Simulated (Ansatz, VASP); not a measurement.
One calculation of NaCl, two programs

Contents of INCAR:

```
PREC = Accurate
ENCUT = 600
EDIFF = 1E-6
ISMEAR = -1
SIGMA = 0.05
LREAL = F
LASPH = T
NELM = 80
ALGO = Normal
ISIF = 3
LWAVE = F
LCHARG = F
GGA = PS
IVDW = 13
IBRION = 2
NSW = 60
EDIFFG = -0.01
```

KPOINTS

```
Automatic mesh
0
Gamma
  8 8 8
```

Contents of POSCAR:

```
NaCl
1.0
    3.5021900000      0.0000000000      0.0000000000
    0.0000000000      3.5021900000      0.0000000000
    0.0000000000      0.0000000000      3.5021900000
Cl Na
1 1
Direct
    0.5000000000      0.5000000000      0.5000000000
    0.0000000000      0.0000000000      0.0000000000
```

File input.yaml:

```yaml
crystal:
  lattice:
    - [3.50219, 0.0, 0.0]
    - [0.0, 3.50219, 0.0]
    - [0.0, 0.0, 3.50219]
  atoms:
    - { symbol: Cl, position: [0.5, 0.5, 0.5] }
    - { symbol: Na, position: [0.0, 0.0, 0.0] }
hamiltonian:
  xc: pbesol
  pseudopotentials: { kind: paw }
  dispersion: d4
kpoints:
  mp_grid: { grid: [8, 8, 8] }
scf:
  occupations: { method: fermi_dirac, width: 0.05 }
output:
  forces: true
  stress: true
  eigenvalues: true
  write_density: true
  write_potential: true
  elf: true
  volumetric_format: npy
relax:
  f_tol: 0.01
  max_steps: 40
  cell: { stress_tol: 0.05 }
```

Alike in both runs: task relaxation of cell and atoms; functional PBEsol; dispersion D4; k mesh 8 × 8 × 8; occupations fermi-dirac, width 0.05 eV; no spin polarisation.

|  | VASP | Ansatz |
| --- | --- | --- |
| version | VASP 6.6.1 | Ansatz 0.2.0 |
| potentials or method | VASP PAW PBE potentials, release 64 (Cl, Na_pv) | Ansatz PAW |
| plane-wave cutoff (eV) | 600 | 420 |
| valence electrons in the cell | 14 | 16 |

```csv
,VASP,Ansatz,Ansatz less VASP
"gap on the k mesh at the Fermi level, each at its own relaxed structure (eV)",4.05,4.06,+0.008
relaxed volume (Å³/atom),20.15,20.12,-0.027
relaxed cell length with the largest relative difference (Å),3.429,3.427,-0.0015
```

VASP's potentials were made for PBE, not for PBEsol. VASP's potentials hold 14 valence electrons a cell and Ansatz's 16, so a difference there can come from the potentials and not from the codes.

Noted on Ansatz's run: the plane-wave basis is chosen anew once the cell has moved, so the energies of steps on either side of that aren't comparable.
